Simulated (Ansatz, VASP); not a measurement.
## Os in VASP and in Ansatz

```
CELL_PARAMETERS angstrom
2.63722 0.00000 0.00000
0.00000 2.63722 0.00000
0.00000 0.00000 2.63722
ATOMIC_POSITIONS crystal
Os 0.00000 0.00000 0.00000
```

Alike in both runs: task single point; functional r2SCAN; k mesh 14 × 14 × 14; occupations fermi-dirac, width 0.1 eV; no spin polarisation.

|  | VASP | Ansatz |
| --- | --- | --- |
| version | VASP 6.6.1 | Ansatz 0.2.0 |
| potentials or method | VASP PAW PBE potentials, release 64 (Os), cutoff 520 eV | plane waves (500 eV) with PAW, scalar-relativistic |
| valence electrons in the cell | 8 | 16 |

VASP gave:

```
pressure (GPa) : -25.0
```

Problem. Which values does Ansatz return?

Solution. Pressure (GPa): -24.9.

VASP's potentials were made for PBE, not for r2SCAN. The functional is the same, so the differences come from potentials, cutoffs and numerics. VASP's potentials hold 8 valence electrons a cell and Ansatz's 16, so a difference there can come from the potentials and not from the codes.

Neither program's run includes spin-orbit coupling.
